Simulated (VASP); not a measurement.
# Ta (Pm-3n) in VASP: relaxation of cell and atoms with PBE

Aim: the relaxation of cell and atoms of Ta with PBE.

Program: VASP 6.6.1. These are calculated values, not measurements. Logs are shortened: lines on timing, memory, paths and dates and some standing lists are left out, and cuts for length are marked.

## Step 1: The cell of the first run

It takes space group Pm-3n (No. 223, cubic). The conventional cell has a = 5.333 Å, b = 5.333 Å, c = 5.333 Å, α = 90.00°, β = 90.00°, γ = 90.00°. Within 3.9 Å of Ta (site symmetry m-3) lie 12 Ta at 2.98 Å. Within 3.5 Å of Ta (site symmetry -4m2) lie 14 Ta at 2.67 to 3.27 Å.

## Step 2: Relaxation of cell and atoms, PBE

Input file INCAR:

```
ALGO = Normal
EDIFF = 1E-7
EDIFFG = -0.003
ENCUT = 500
GGA = PE
GGA_COMPAT = False
IBRION = 2
ISIF = 3
ISMEAR = 0
LASPH = True
LCHARG = False
LREAL = False
LWAVE = False
NELM = 120
NELMIN = 4
NSW = 50
PREC = Accurate
SIGMA = 0.1
```

Input file KPOINTS:

```
k-points
0
Gamma
  8 8 8
```

Input file POSCAR:

```
Ta
1.0
    5.3330803407      0.0000000000      0.0000000000
    0.0000000000      5.3330803407      0.0000000000
    0.0000000000      0.0000000000      5.3330803407
Ta
8
Direct
    0.0000000000      0.0000000000      0.0000000000
    0.5000000000      0.5000000000      0.5000000000
    0.2500000000      0.0000000000      0.5000000000
    0.7500000000      0.0000000000      0.5000000000
    0.5000000000      0.7500000000      0.0000000000
    0.5000000000      0.2500000000      0.0000000000
    0.0000000000      0.5000000000      0.7500000000
    0.0000000000      0.5000000000      0.2500000000
```

Potentials or basis: VASP PAW PBE potentials, release 64 (Ta_pv).

Run with:

```console
> cat potpaw_PBE.64/Ta_pv/POTCAR > POTCAR
> mpirun -np 1 vasp_std > vasp.out
```

OUTCAR:

```text
EDIFF = 1E-7
   EDIFFG = -0.003
   ENCUT = 500
   GGA = PE
   IBRION = 2
   ISIF = 3
   ISMEAR = 0
   LASPH = True
   LREAL = False
   NELM = 120
   NELMIN = 4
   NSW = 50
   PREC = Accurate

 ion  position               nearest neighbor table
   1  0.000  0.000  0.000-   3 2.98   4 2.98   5 2.98   6 2.98   7 2.98   8 2.98   3 2.98   4 2.98
                             7 2.98   8 2.98   5 2.98   6 2.98
   2  0.500  0.500  0.500-   3 2.98   4 2.98   5 2.98   6 2.98   7 2.98   8 2.98   5 2.98   6 2.98
                             3 2.98   4 2.98   7 2.98   8 2.98
   3  0.250  0.000  0.500-   4 2.67   4 2.67   1 2.98   1 2.98   2 2.98   2 2.98   5 3.27   6 3.27
                             6 3.27   5 3.27   8 3.27   7 3.27   8 3.27   7 3.27
   4  0.750  0.000  0.500-   3 2.67   3 2.67   1 2.98   1 2.98   2 2.98   2 2.98   5 3.27   6 3.27
                             6 3.27   5 3.27   8 3.27   7 3.27   8 3.27   7 3.27
   5  0.500  0.750  0.000-   6 2.67   6 2.67   1 2.98   2 2.98   2 2.98   1 2.98   3 3.27   4 3.27
                             3 3.27   4 3.27   8 3.27   7 3.27   7 3.27   8 3.27
   6  0.500  0.250  0.000-   5 2.67   5 2.67   1 2.98   2 2.98   2 2.98   1 2.98   3 3.27   4 3.27
                             3 3.27   4 3.27   8 3.27   7 3.27   7 3.27   8 3.27
   7  0.000  0.500  0.750-   8 2.67   8 2.67   1 2.98   2 2.98   1 2.98   2 2.98   3 3.27   4 3.27
                             5 3.27   3 3.27   4 3.27   6 3.27   5 3.27   6 3.27
   8  0.000  0.500  0.250-   7 2.67   7 2.67   1 2.98   2 2.98   1 2.98   2 2.98   3 3.27   4 3.27
                             5 3.27   3 3.27   4 3.27   6 3.27   5 3.27   6 3.27

  LATTYP: Found a simple cubic cell.
 ALAT       =     5.3330803407

  Lattice vectors:

 A1 = (   5.3330803407,   0.0000000000,   0.0000000000)
 A2 = (   0.0000000000,   5.3330803407,   0.0000000000)
 A3 = (   0.0000000000,   0.0000000000,   5.3330803407)

Analysis of symmetry for initial positions (statically):
=====================================================================
 Subroutine PRICEL returns:
 Original cell was already a primitive cell.

 Routine SETGRP: Setting up the symmetry group for a
 simple cubic supercell.

 Subroutine GETGRP returns: Found 48 space group operations
 (whereof 24 operations were pure point group operations)
 out of a pool of 48 trial point group operations.

The static configuration has the point symmetry T_h .
 The point group associated with its full space group is O_h .

Analysis of symmetry for dynamics (positions and initial velocities):
=====================================================================
 Subroutine PRICEL returns:
 Original cell was already a primitive cell.

 Routine SETGRP: Setting up the symmetry group for a
 simple cubic supercell.

 Subroutine GETGRP returns: Found 48 space group operations
 (whereof 24 operations were pure point group operations)
 out of a pool of 48 trial point group operations.

The dynamic configuration has the point symmetry T_h .
 The point group associated with its full space group is O_h .

 Subroutine INISYM returns: Found 48 space group operations
 (whereof 24 operations are pure point group operations),
 and found     1 'primitive' translations

----------------------------------------------------------------------------------------

                                     Primitive cell

  volume of cell :     151.6821

  direct lattice vectors                    reciprocal lattice vectors
     5.333080341  0.000000000  0.000000000     0.187508895  0.000000000  0.000000000
     0.000000000  5.333080341  0.000000000     0.000000000  0.187508895  0.000000000
     0.000000000  0.000000000  5.333080341     0.000000000  0.000000000  0.187508895

  length of vectors
     5.333080341  5.333080341  5.333080341     0.187508895  0.187508895  0.187508895

  position of ions in fractional coordinates (direct lattice)
     0.000000000  0.000000000  0.000000000
     0.500000000  0.500000000  0.500000000
     0.250000000  0.000000000  0.500000000
     0.750000000  0.000000000  0.500000000
     0.500000000  0.750000000  0.000000000
     0.500000000  0.250000000  0.000000000
     0.000000000  0.500000000  0.750000000
     0.000000000  0.500000000  0.250000000

  ion indices of the primitive-cell ions
   primitive index   ion index
                 1           1
                 2           2
                 3           3
                 4           4
                 5           5
                 6           6
                 7           7
                 8           8

----------------------------------------------------------------------------------------

 KPOINTS: k-points

Automatic generation of k-mesh.
 Grid dimensions read from file:
 generate k-points for:    8    8    8

 Generating k-lattice:

  Cartesian coordinates                     Fractional coordinates (reciprocal lattice)
     0.023438612  0.000000000  0.000000000     0.125000000  0.000000000  0.000000000
     0.000000000  0.023438612  0.000000000     0.000000000  0.125000000  0.000000000
     0.000000000  0.000000000  0.023438612     0.000000000  0.000000000  0.125000000

  Length of vectors
     0.023438612  0.023438612  0.023438612

  Shift w.r.t. Gamma in fractional coordinates (k-lattice)
     0.000000000  0.000000000  0.000000000

 Subroutine IBZKPT returns following result:
 ===========================================

 Found     35 irreducible k-points:

 Following reciprocal coordinates:
            Coordinates               Weight
  0.000000  0.000000  0.000000      1.000000
  0.125000  0.000000  0.000000      6.000000
  0.250000  0.000000  0.000000      6.000000
  0.375000  0.000000  0.000000      6.000000
  0.500000  0.000000  0.000000      3.000000
  0.125000  0.125000  0.000000     12.000000
[... 16 lines left out ...]
  0.375000  0.375000  0.125000     24.000000
  0.500000  0.375000  0.125000     24.000000
 [... further k-points ...]
   k-points           NKPTS =     35   k-points in BZ     NKDIM =     35   number of bands    NBANDS=     52
   number of dos      NEDOS =    301   number of ions     NIONS =      8
   total plane-waves  NPLWV =  64000
   dimension x,y,z NGX =    40 NGY =   40 NGZ =   40
   dimension x,y,z NGXF=    80 NGYF=   80 NGZF=   80
   ions per type =               8
   NGX,Y,Z   is equivalent  to a cutoff of  12.47, 12.47, 12.47 a.u.
   NGXF,Y,Z  is equivalent  to a cutoff of  24.94, 24.94, 24.94 a.u.
 SYSTEM =  unknown system
   PREC   = accura    normal or accurate (medium, high low for compatibility)
   ISTART =      0    job   : 0-new  1-cont  2-samecut
   ICHARG =      2    charge: 1-file 2-atom 10-const
   ISPIN  =      1    spin polarized calculation?
   LNONCOLLINEAR =      F non collinear calculations
   LSORBIT =      F    spin-orbit coupling
   LASPH  =      T    aspherical Exc in radial PAW
   ENCUT  =  500.0 eV  36.75 Ry    6.06 a.u.   9.72  9.72  9.72*2*pi/ulx,y,z
   NELM   =    120;   NELMIN=  4; NELMDL= -5     # of ELM steps
   EDIFF  = 0.1E-06   stopping-criterion for ELM
   LREAL  =      F    real-space projection
   EDIFFG = -.3E-02   stopping-criterion for IOM
   NSW    =     50    number of steps for IOM
   IBRION =      2    ionic relax: 0-MD 1-quasi-New 2-CG
   NFREE  =      1    steps in history (QN), initial steepest desc. (CG)
   ISIF   =      3    stress and relaxation
   ISYM   =      2    0-nonsym 1-usesym 2-fastsym
   POTIM  = 0.5000    time-step for ionic-motion
   TEBEG  =    0.0;   TEEND  =   0.0 temperature during run
   PSTRESS=    0.0 pullay stress
   NELECT =      88.0000    total number of electrons
   NUPDOWN=      -1.0000    fix difference up-down
   EMIN   =  10.00;   EMAX   =-10.00  energy-range for DOS
   EFERMI =   0.00;   METHOD = LEGACY
   ISMEAR =     0;   SIGMA  =   0.10  broadening in eV -4-tet -1-fermi 0-gaus
   EFERMI_NEDOS =   21; number of points for ismear=-14 and -15
   IALGO  =     38    algorithm
   IMIX   =      4    mixing-type and parameters
     AMIX     =   0.40;   BMIX     =  1.00
     AMIX_MAG =   1.60;   BMIX_MAG =  1.00
  volume/ion in A,a.u.               =      18.96       127.95
  Fermi-wavevector in a.u.,A,eV,Ry     =   1.365393  2.580218 25.365306  1.864297
  Thomas-Fermi vector in A             =   2.491625
   LORBIT       =      0    0 simple, 1 ext, 2 COOP (PROOUT), +10 PAW based schemes
   GGA     = PE    functional components
   LHFCALC =     F    Hartree Fock is set to
   AEXX    =    0.0000 exact exchange contribution
   IVDW    =     0    specifies the selected vdW correction
   LEPSILON=     F    determine dielectric tensor
   LRPA    =     F    only Hartree local field effects (RPA)
 conjugate gradient relaxation of ions
 non-spin polarized calculation
 Gauss-broadening in eV      SIGMA  =   0.10
  energy-cutoff  :      500.00
  volume of cell :      151.68
 maximum number of plane-waves:      3900
 NGX is ok and might be reduce to    40
   NGX = 19   NGY = 19   NGZ = 19

--------------------------------------- Ionic step        1  -------------------------------------------

 number of electron      87.9999967 magnetization

 Free energy of the ion-electron system (eV)
  ---------------------------------------------------
  ext. energy  EPLUGINS =         0.00000000
  ---------------------------------------------------
  free energy    TOTEN  =       -94.27364313 eV

  energy without entropy =      -94.24482994  energy(sigma->0) =      -94.25923654

------------------------ aborting loop because EDIFF is reached ----------------------------------------

  FORCE on cell =-STRESS in cart. coord.  units (eV):
  Direction    XX          YY          ZZ          XY          YZ          ZX
  --------------------------------------------------------------------------------------
  -------------------------------------------------------------------------------------
  Total       -2.1050783     -2.1050783     -2.1050783     -0.0000000      0.0000000      0.0000000
  in kB      -22.2353745    -22.2353745    -22.2353745     -0.0000000      0.0000000      0.0000000
  external PRESSURE =     -22.2353745 kB  Pullay stress =       0.0000000 kB
[... 69 lines left out ...]
  energy  without entropy=      -94.1871489052  energy(sigma->0) =      -94.20321949

--------------------------------------- Ionic step        3  -------------------------------------------

 number of electron      87.9999967 magnetization

 Free energy of the ion-electron system (eV)
  ---------------------------------------------------
  ext. energy  EPLUGINS =         0.00000000
  ---------------------------------------------------
  free energy    TOTEN  =       -94.28591162 eV

  energy without entropy =      -94.25628421  energy(sigma->0) =      -94.27109792

 E-fermi :   5.2544     XC(G=0): -12.4137

 val. band max:        5.2502613194   @ k =   0.5000   0.5000   0.3750
 cond. band min:       5.2970412626   @ k =   0.3750   0.3750   0.2500
 fundamental gap:      0.0467799433
 Fermi energy:         5.2543567029

 k-point     1 :       0.0000    0.0000    0.0000
  band No.  band energies     occupation
      1     -29.4097      2.00000
      2     -29.4097      2.00000
      3     -29.2905      2.00000
      4     -29.0323      2.00000
      5     -29.0323      2.00000
      6     -29.0323      2.00000
[... 1309 lines left out ...]
     51       7.2055      0.00000
     52       7.4747      0.00000

 [... further k-points ...]

------------------------ aborting loop because EDIFF is reached ----------------------------------------

  FORCE on cell =-STRESS in cart. coord.  units (eV):
  Direction    XX          YY          ZZ          XY          YZ          ZX
  --------------------------------------------------------------------------------------
  -------------------------------------------------------------------------------------
  Total       -0.0172071     -0.0172071     -0.0172071      0.0000000      0.0000000     -0.0000000
  in kB       -0.1838537     -0.1838537     -0.1838537      0.0000000      0.0000000     -0.0000000
  external PRESSURE =      -0.1838537 kB  Pullay stress =       0.0000000 kB
[... 23 lines left out ...]
  FREE ENERGIE OF THE ION-ELECTRON SYSTEM (eV)
  ---------------------------------------------------
  free  energy   TOTEN  =       -94.2859116248 eV

  energy  without entropy=      -94.2562842127  energy(sigma->0) =      -94.27109792

 reached required accuracy - stopping structural energy minimisation
```

It took 13 min on 1 thread of Intel Xeon Platinum 8375C at 2.90GHz (Ice Lake), shared host; peak memory 0.35 GiB.

What came out:

| Item | Value |
| --- | --- |
| Free energy | -94.2859 eV |
| Relaxed volume | 18.74 Å³/atom |
| Relaxed cell | a = 5.313 Å, b = 5.313 Å, c = 5.313 Å, α = 90.00°, β = 90.00°, γ = 90.00° |
| Space group after relaxing (to 0.1 Å) | Pm-3n (No. 223) |
| Energy gained by relaxing | 1.5 meV/atom |
| Ionic steps | 3 |
| Pressure after relaxing | 0.0 GPa |
| Band gap on the k mesh | zero (bands 44 and 45 overlap by 0.17 eV) |

The path:
```tsv
step	energy change (eV)	largest force (eV/Å)	pressure (GPa)	volume (Å³)
1	0.0000	0.0000	-2.22	151.68
2	0.0544	0.0000	5.52	145.98
3	-0.0123	0.0000	-0.02	149.95
```

Final structure:
```
Ta
1.0
     5.31270    0.00000    0.00000
     0.00000    5.31270    0.00000
     0.00000    0.00000    5.31270
Ta
8
Direct
  0.00000 0.00000 0.00000
  0.50000 0.50000 0.50000
  0.25000 0.00000 0.50000
  0.75000 0.00000 0.50000
  0.50000 0.75000 0.00000
  0.50000 0.25000 0.00000
  0.00000 0.50000 0.75000
  0.00000 0.50000 0.25000
```

Caveat: spin-orbit coupling is left out, which moves the levels of the heavy elements.
